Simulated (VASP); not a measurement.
# Al (Fm-3m) in VASP: a series of runs

Al is run at these levels: LDA; tasks: single point, relaxation of cell and atoms.

Everything below comes from runs of VASP 6.6.1. Logs are shortened: lines on timing, memory, paths and dates and some standing lists are left out, and cuts for length are marked.

**1. The cell of the first run**

The structure is cubic, space group Fm-3m (No. 225). Conventional cell: a = 3.984 Å, b = 3.984 Å, c = 3.984 Å, α = 90.00°, β = 90.00°, γ = 90.00°. Within 3.7 Å of Al (site symmetry m-3m) lie 12 Al at 2.82 Å.

**2. Single point, LDA**

File INCAR:

```
PREC = Accurate
ENCUT = 520
EDIFF = 1E-6
ISMEAR = 0
SIGMA = 0.1
LREAL = F
LASPH = T
NELM = 80
ALGO = Fast
ISIF = 2
LWAVE = F
LCHARG = F
GGA = CA
NBANDS = 8
```

File KPOINTS:

```
regular mesh
0
Gamma
  18 18 18
```

File POSCAR:

```
Al
1.0
    0.0000000000      1.9918069715      1.9918069715
    1.9918069715      0.0000000000      1.9918069715
    1.9918069715      1.9918069715      0.0000000000
Al
1
Direct
    0.0000000000      0.0000000000      0.0000000000
```

Potentials or basis: VASP PAW LDA potentials, release 64 (Al).

Command:

```console
> cat potpaw_LDA.64/Al/POTCAR > POTCAR
> mpirun -np 1 vasp_std > vasp.out
```

OUTCAR:

```text
PREC = Accurate
   ENCUT = 520
   EDIFF = 1E-6
   ISMEAR = 0
   LREAL = F
   LASPH = T
   NELM = 80
   ISIF = 2
   GGA = CA

 ion  position               nearest neighbor table
   1  0.000  0.000  0.000-

  LATTYP: Found a face centered cubic cell.
 ALAT       =     3.9836139430

  Lattice vectors:

 A1 = (   0.0000000000,   1.9918069715,   1.9918069715)
 A2 = (   1.9918069715,   0.0000000000,   1.9918069715)
 A3 = (   1.9918069715,   1.9918069715,   0.0000000000)

Analysis of symmetry for initial positions (statically):
=====================================================================
 Subroutine PRICEL returns:
 Original cell was already a primitive cell.

 Routine SETGRP: Setting up the symmetry group for a
 face centered cubic supercell.

 Subroutine GETGRP returns: Found 48 space group operations
 (whereof 48 operations were pure point group operations)
 out of a pool of 48 trial point group operations.

The static configuration has the point symmetry O_h .

Analysis of symmetry for dynamics (positions and initial velocities):
=====================================================================
 Subroutine PRICEL returns:
 Original cell was already a primitive cell.

 Routine SETGRP: Setting up the symmetry group for a
 face centered cubic supercell.

 Subroutine GETGRP returns: Found 48 space group operations
 (whereof 48 operations were pure point group operations)
 out of a pool of 48 trial point group operations.

The dynamic configuration has the point symmetry O_h .

 Subroutine INISYM returns: Found 48 space group operations
 (whereof 48 operations are pure point group operations),
 and found     1 'primitive' translations

----------------------------------------------------------------------------------------

                                     Primitive cell

  volume of cell :      15.8042

  direct lattice vectors                    reciprocal lattice vectors
     0.000000000  1.991806971  1.991806971    -0.251028341  0.251028341  0.251028341
     1.991806971  0.000000000  1.991806971     0.251028341 -0.251028341  0.251028341
     1.991806971  1.991806971  0.000000000     0.251028341  0.251028341 -0.251028341

  length of vectors
     2.816840433  2.816840433  2.816840433     0.434793841  0.434793841  0.434793841

  position of ions in fractional coordinates (direct lattice)
     0.000000000  0.000000000  0.000000000

  ion indices of the primitive-cell ions
   primitive index   ion index
                 1           1

----------------------------------------------------------------------------------------

 KPOINTS: regular mesh

Automatic generation of k-mesh.
 Grid dimensions read from file:
 generate k-points for:   18   18   18

 Generating k-lattice:

  Cartesian coordinates                     Fractional coordinates (reciprocal lattice)
    -0.013946019  0.013946019  0.013946019     0.055555556  0.000000000  0.000000000
     0.013946019 -0.013946019  0.013946019     0.000000000  0.055555556  0.000000000
     0.013946019  0.013946019 -0.013946019     0.000000000  0.000000000  0.055555556

  Length of vectors
     0.024155213  0.024155213  0.024155213

  Shift w.r.t. Gamma in fractional coordinates (k-lattice)
     0.000000000  0.000000000  0.000000000

 Subroutine IBZKPT returns following result:
 ===========================================

 Found    195 irreducible k-points:

 Following reciprocal coordinates:
            Coordinates               Weight
  0.000000  0.000000  0.000000      1.000000
  0.055556  0.000000  0.000000      8.000000
  0.111111  0.000000  0.000000      8.000000
  0.166667  0.000000  0.000000      8.000000
  0.222222  0.000000  0.000000      8.000000
  0.277778  0.000000  0.000000      8.000000
[... 16 lines left out ...]
 -0.277778  0.055556  0.000000     24.000000
 -0.222222  0.055556  0.000000     24.000000
 [... further k-points ...]
   k-points           NKPTS =    195   k-points in BZ     NKDIM =    195   number of bands    NBANDS=      8
   number of dos      NEDOS =    301   number of ions     NIONS =      1
   total plane-waves  NPLWV =  13824
   dimension x,y,z NGX =    24 NGY =   24 NGZ =   24
   dimension x,y,z NGXF=    48 NGYF=   48 NGZF=   48
   ions per type =               1
   NGX,Y,Z   is equivalent  to a cutoff of  14.16, 14.16, 14.16 a.u.
   NGXF,Y,Z  is equivalent  to a cutoff of  28.33, 28.33, 28.33 a.u.
 SYSTEM =  unknown system
   PREC   = accura    normal or accurate (medium, high low for compatibility)
   ISTART =      0    job   : 0-new  1-cont  2-samecut
   ICHARG =      2    charge: 1-file 2-atom 10-const
   ISPIN  =      1    spin polarized calculation?
   LNONCOLLINEAR =      F non collinear calculations
   LSORBIT =      F    spin-orbit coupling
   LASPH  =      T    aspherical Exc in radial PAW
   ENCUT  =  520.0 eV  38.22 Ry    6.18 a.u.   5.24  5.24  5.24*2*pi/ulx,y,z
   NELM   =     80;   NELMIN=  2; NELMDL= -5     # of ELM steps
   EDIFF  = 0.1E-05   stopping-criterion for ELM
   LREAL  =      F    real-space projection
   EDIFFG = 0.1E-04   stopping-criterion for IOM
   NSW    =      0    number of steps for IOM
   IBRION =     -1    ionic relax: 0-MD 1-quasi-New 2-CG
   NFREE  =      0    steps in history (QN), initial steepest desc. (CG)
   ISIF   =      2    stress and relaxation
   ISYM   =      2    0-nonsym 1-usesym 2-fastsym
   POTIM  = 0.5000    time-step for ionic-motion
   TEBEG  =    0.0;   TEEND  =   0.0 temperature during run
   PSTRESS=    0.0 pullay stress
   NELECT =       3.0000    total number of electrons
   NUPDOWN=      -1.0000    fix difference up-down
   EMIN   =  10.00;   EMAX   =-10.00  energy-range for DOS
   EFERMI =   0.00;   METHOD = LEGACY
   ISMEAR =     0;   SIGMA  =   0.10  broadening in eV -4-tet -1-fermi 0-gaus
   EFERMI_NEDOS =   21; number of points for ismear=-14 and -15
   IALGO  =     68    algorithm
   IMIX   =      4    mixing-type and parameters
     AMIX     =   0.40;   BMIX     =  1.00
     AMIX_MAG =   1.60;   BMIX_MAG =  1.00
  volume/ion in A,a.u.               =      15.80       106.65
  Fermi-wavevector in a.u.,A,eV,Ry     =   0.940859  1.777966 12.044097  0.885216
  Thomas-Fermi vector in A             =   2.068313
   LORBIT       =      0    0 simple, 1 ext, 2 COOP (PROOUT), +10 PAW based schemes
   GGA     = CA    functional components
   LHFCALC =     F    Hartree Fock is set to
   AEXX    =    0.0000 exact exchange contribution
   IVDW    =     0    specifies the selected vdW correction
   LEPSILON=     F    determine dielectric tensor
   LRPA    =     F    only Hartree local field effects (RPA)
 non-spin polarized calculation
 RMM-DIIS sequential band-by-band and
 Gauss-broadening in eV      SIGMA  =   0.10
  energy-cutoff  :      520.00
  volume of cell :       15.80
 maximum number of plane-waves:       444
 NGX is ok and might be reduce to    24
   NGX = 11   NGY = 11   NGZ = 11

 number of electron       3.0000000 magnetization

 Free energy of the ion-electron system (eV)
  ---------------------------------------------------
  ext. energy  EPLUGINS =         0.00000000
  ---------------------------------------------------
  free energy    TOTEN  =        -4.19014921 eV

  energy without entropy =       -4.18716130  energy(sigma->0) =       -4.18865525

 E-fermi :   8.2372     XC(G=0): -10.5040

 val. band max:        8.2190718153   @ k =  -0.2778   0.2778   0.0556
 cond. band min:       8.2441490261   @ k =  -0.4444   0.3333   0.1111
 fundamental gap:      0.0250772108
 Fermi energy:         8.2371770476

 k-point     1 :       0.0000    0.0000    0.0000
  band No.  band energies     occupation
      1      -3.1544      2.00000
      2      21.0521      0.00000
      3      21.0521      0.00000
      4      21.0521      0.00000
      5      22.7073      0.00000
      6      22.7073      0.00000
      7      22.7073      0.00000
      8      25.1745      0.00000

 k-point     2 :       0.0556    0.0000    0.0000
  band No.  band energies     occupation
      1      -3.0682      2.00000
      2      19.5491      0.00000
      3      20.7581      0.00000
      4      20.7581      0.00000
      5      23.1343      0.00000
      6      23.1343      0.00000
      7      23.2791      0.00000
      8      26.0516      0.00000

 k-point     3 :       0.1111    0.0000    0.0000
  band No.  band energies     occupation
      1      -2.8102      2.00000
      2      17.2972      0.00000
      3      20.2573      0.00000
      4      20.2573      0.00000
      5      23.3630      0.00000
      6      24.0033      0.00000
      7      24.0033      0.00000
      8      26.4597      0.00000

 k-point     4 :       0.1667    0.0000    0.0000
  band No.  band energies     occupation
      1      -2.3812      2.00000
      2      15.0207      0.00000
      3      19.8141      0.00000
      4      19.8141      0.00000
      5      23.2080      0.00000
      6      24.5946      0.00000
      7      24.5946      0.00000
      8      25.8299      0.00000

 k-point     5 :       0.2222    0.0000    0.0000
  band No.  band energies     occupation
      1      -1.7829      2.00000
      2      12.8180      0.00000
      3      19.4868      0.00000
      4      19.4868      0.00000
      5      23.0401      0.00000
      6      23.7921      0.00000
      7      23.7921      0.00000
      8      26.8000      0.00000

 k-point     6 :       0.2778    0.0000    0.0000
  band No.  band energies     occupation
      1      -1.0176      2.00000
      2      10.7226      0.00000
      3      19.2915      0.00000
      4      19.2915      0.00000
      5      22.7840      0.00000
      6      22.7840      0.00000
      7      22.9431      0.00000
      8      26.9991      0.00000

 k-point     7 :       0.3333    0.0000    0.0000
  band No.  band energies     occupation
      1      -0.0880      2.00000
      2       8.7510      0.00000
      3      19.2340      0.00000
      4      19.2340      0.00000
      5      21.8660      0.00000
      6      21.8660      0.00000
      7      22.9592      0.00000
      8      26.0437      0.00000

 k-point     8 :       0.3889    0.0000    0.0000
  band No.  band energies     occupation
      1       1.0024      2.00000
      2       6.9132      2.00000
      3      19.3170      0.00000
      4      19.3170      0.00000
      5      21.0755      0.00000
      6      21.0755      0.00000
      7      23.1105      0.00000
      8      25.1893      0.00000

 k-point     9 :       0.4444    0.0000    0.0000
  band No.  band energies     occupation
      1       2.2487      2.00000
      2       5.2175      2.00000
      3      19.5416      0.00000
      4      19.5416      0.00000
      5      20.4232      0.00000
      6      20.4232      0.00000
      7      23.4064      0.00000
      8      24.4597      0.00000

 k-point    10 :       0.5000    0.0000    0.0000
  band No.  band energies     occupation
      1       3.5238      2.00000
      2       3.7925      2.00000
      3      19.8785      0.00000
      4      19.8785      0.00000
      5      19.9433      0.00000
      6      19.9433      0.00000
      7      23.7845      0.00000
      8      23.9352      0.00000
[... 78 lines left out ...]
 k-point    18 :       0.4444    0.0556    0.0000
  band No.  band energies     occupation
      1       1.8901      2.00000
      2       5.8375      2.00000
      3      18.3405      0.00000
      4      18.9389      0.00000
      5      19.7997      0.00000
      6      21.8634      0.00000
      7      24.2364      0.00000
      8      25.2874      0.00000

 k-point    19 :       0.5000    0.0556    0.0000
  band No.  band energies     occupation
      1       3.2278      2.00000
      2       4.2503      2.00000
      3      18.3732      0.00000
      4      18.6609      0.00000
      5      20.1310      0.00000
      6      21.3080      0.00000
      7      24.5657      0.00000
      8      24.7158      0.00000

 k-point    20 :      -0.4444    0.0556    0.0000
  band No.  band energies     occupation
      1       2.7695      2.00000
      2       4.7584      2.00000
      3      17.9506      0.00000
      4      19.1260      0.00000
      5      20.6105      0.00000
      6      20.8928      0.00000
      7      24.1648      0.00000
      8      25.1532      0.00000

 k-point    21 :      -0.3889    0.0556    0.0000
  band No.  band energies     occupation
      1       1.4748      2.00000
      2       6.4021      2.00000
      3      17.6745      0.00000
      4      19.7350      0.00000
      5      20.6191      0.00000
      6      21.2329      0.00000
      7      23.8248      0.00000
      8      25.8070      0.00000

 k-point    22 :      -0.3333    0.0556    0.0000
  band No.  band energies     occupation
      1       0.3324      2.00000
      2       8.1912      1.48429
      3      17.5454      0.00000
      4      20.4477      0.00000
      5      20.5246      0.00000
      6      21.9924      0.00000
      7      23.6273      0.00000
      8      26.5741      0.00000

 k-point    23 :      -0.2778    0.0556    0.0000
  band No.  band energies     occupation
      1      -0.6506      2.00000
      2      10.1155      0.00000
      3      17.5631      0.00000
      4      20.4846      0.00000
      5      21.3811      0.00000
      6      22.8727      0.00000
      7      23.5716      0.00000
      8      27.3788      0.00000

 k-point    24 :      -0.2222    0.0556    0.0000
  band No.  band energies     occupation
      1      -1.4706      2.00000
      2      12.1645      0.00000
      3      17.7271      0.00000
      4      20.6209      0.00000
      5      22.3903      0.00000
      6      23.5550      0.00000
      7      23.9362      0.00000
      8      26.1648      0.00000

 [... further k-points ...]
[... 5 lines left out ...]
  --------------------------------------------------------------------------------------
  -------------------------------------------------------------------------------------
  Total        0.0070280      0.0070280      0.0070280     -0.0000000     -0.0000000     -0.0000000
  in kB        0.7124744      0.7124744      0.7124744     -0.0000000     -0.0000000     -0.0000000
  external PRESSURE =       0.7124744 kB  Pullay stress =       0.0000000 kB

 VOLUME and BASIS-vectors are now :
 -----------------------------------------------------------------------------
  energy-cutoff  :      520.00
  volume of cell :       15.80
      direct lattice vectors                 reciprocal lattice vectors
     0.000000000  1.991806971  1.991806971    -0.251028341  0.251028341  0.251028341
     1.991806971  0.000000000  1.991806971     0.251028341 -0.251028341  0.251028341
     1.991806971  1.991806971  0.000000000     0.251028341  0.251028341 -0.251028341

 POSITION                                       TOTAL-FORCE (eV/Angst)
 -----------------------------------------------------------------------------------
      0.00000      0.00000      0.00000         0.000000      0.000000      0.000000
 -----------------------------------------------------------------------------------
    total drift:                                0.000000     -0.000000     -0.000000

  FREE ENERGIE OF THE ION-ELECTRON SYSTEM (eV)
  ---------------------------------------------------
  free  energy   TOTEN  =        -4.1901492119 eV

  energy  without entropy=       -4.1871612972  energy(sigma->0) =       -4.18865525
```

It took 12 s on 1 thread of Intel Xeon 6975P-C, shared host; peak memory 0.14 GiB.

What came out:

```
Free energy : -4.1901 eV
Pressure    : 0.1 GPa
```

**3. Relaxation of cell and atoms, LDA**

This run uses another cell than the first one, of 16.50 Å³/atom, 1.044 times its volume.

File INCAR:

```
SYSTEM = Al
  ALGO = Normal
  EDIFF = 1E-6
  EDIFFG = -0.005
  ENCUT = 600
  IBRION = 2
  ISIF = 3
  ISMEAR = 0
  LASPH = .True.
  LCHARG = .False.
  LREAL = .False.
  LWAVE = .False.
  NELM = 100
  NSW = 70
  PREC = Accurate
  SIGMA = 0.1
```

File KPOINTS:

```
k-points
0
Gamma
  18 18 18
  0 0 0
```

File POSCAR:

```
Al
1.0
    0.0000000000      2.0207284053      2.0207284053
    2.0207284053      0.0000000000      2.0207284053
    2.0207284053      2.0207284053      0.0000000000
Al
1
Direct
    0.0000000000      0.0000000000      0.0000000000
```

Potentials or basis: VASP PAW LDA potentials, release 64 (Al).

Command:

```console
> cat potpaw_LDA.64/Al/POTCAR > POTCAR
> mpirun -np 1 vasp_std > vasp.out
```

Run time: 11 s. Hardware: 1 thread of Intel Xeon 6975P-C, shared host; peak memory 0.14 GiB.

The run converged. Its results:

| Item | Value |
| --- | --- |
| Free energy | -4.1902 eV |
| Relaxed volume | 15.82 Å³/atom |
| Relaxed cell | a = 2.818 Å, b = 2.818 Å, c = 2.818 Å, α = 60.00°, β = 60.00°, γ = 60.00° |
| Space group after relaxing (to 0.05 Å) | Fm-3m (No. 225) |
| Energy gained by relaxing | 7.1 meV/atom |
| Ionic steps | 3 |
| Pressure after relaxing | 0.0 GPa |

Step by step:
| step | energy change (eV) | largest force (eV/Å) | pressure (GPa) | volume (Å³) |
| --- | --- | --- | --- | --- |
| 1 | 0.0000 | 0.0000 | -3.19 | 16.50 |
| 2 | -0.0069 | 0.0000 | 0.46 | 15.73 |
| 3 | -0.0071 | 0.0000 | 0.00 | 15.82 |

Final structure:
```xyz
1
Lattice="0.0000 1.9924 1.9924 1.9924 0.0000 1.9924 1.9924 1.9924 0.0000" Properties=species:S:1:pos:R:3 pbc="T T T"
Al    0.0000    0.0000    0.0000
```

Levels at points of the mesh, in eV from the Fermi level:
```csv
k point,band 1,band 2,band 3,band 4,band 5
"(0.00, 0.00, 0.00)",-11.39,12.81,12.81,12.81,14.46
"(0.50, 0.00, 0.00)",-4.71,-4.44,11.64,11.70,11.70
"(0.50, 0.50, 0.00)",-2.99,-1.61,5.31,5.74,5.74
```

LDA usually gives volumes a few per cent too small. Zero-point motion and thermal expansion aren't in these numbers.
